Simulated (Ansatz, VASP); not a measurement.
**InSbMoO6: VASP beside Ansatz**

```
In Sb Mo O
1.0
     5.16340    0.00000    0.00000
     0.00000    5.35500    0.00000
     0.00000    0.00000    9.00670
In Sb Mo O
2 2 2 12
Direct
  0.00000 0.50000 0.52363
  0.50000 0.00000 0.47637
  0.00000 0.00000 0.74477
  0.50000 0.50000 0.25523
  0.50000 0.50000 0.81013
  0.00000 0.00000 0.18987
  0.22230 0.17420 0.60900
  0.77770 0.82580 0.60900
  0.72230 0.32580 0.39100
  0.27770 0.67420 0.39100
  0.23920 0.67920 0.71140
  0.76080 0.32080 0.71140
  0.73920 0.82080 0.28860
  0.26080 0.17920 0.28860
  0.34740 0.28580 0.92900
  0.65260 0.71420 0.92900
  0.84740 0.21420 0.07100
  0.15260 0.78580 0.07100
```

Alike in both runs: task single point; functional PBE; dispersion D3(BJ); k mesh 4 × 4 × 2; occupations gaussian, width 0.1 eV; no spin polarisation.

|  | VASP | Ansatz |
| --- | --- | --- |
| version | VASP 6.6.1 | Ansatz 0.2.0 |
| potentials or method | VASP PAW PBE potentials, release 64 (In_d, Sb, Mo_sv, O), cutoff 520 eV | scalar-relativistic, plane waves, PAW |
| valence electrons in the cell | 136 | 156 |

Ansatz gave:

| Quantity | Value |
| --- | --- |
| gap on the k mesh at the Fermi level (eV) | 1.72 |
| least direct gap on the mesh (eV) | 2.14 |
| pressure (GPa) | 4.7 |
| traceless stress, the component that is largest in VASP (GPa) | 0.34 |
| rms of the force components (eV/Å) | 1.446 |

Question: What did VASP give for the same quantities?

Answer: gap on the k mesh at the Fermi level (eV): 1.67; least direct gap on the mesh (eV): 2.11; pressure (GPa): 5.1; traceless stress, the component that is largest in VASP (GPa): 0.36; rms of the force components (eV/Å): 1.468.

Atom by atom the forces differ by 0.069 eV/Å (rms over components). VASP's potentials hold 136 valence electrons a cell and Ansatz's 156, so a difference there can come from the potentials and not from the codes.

Spin-orbit coupling is off throughout.
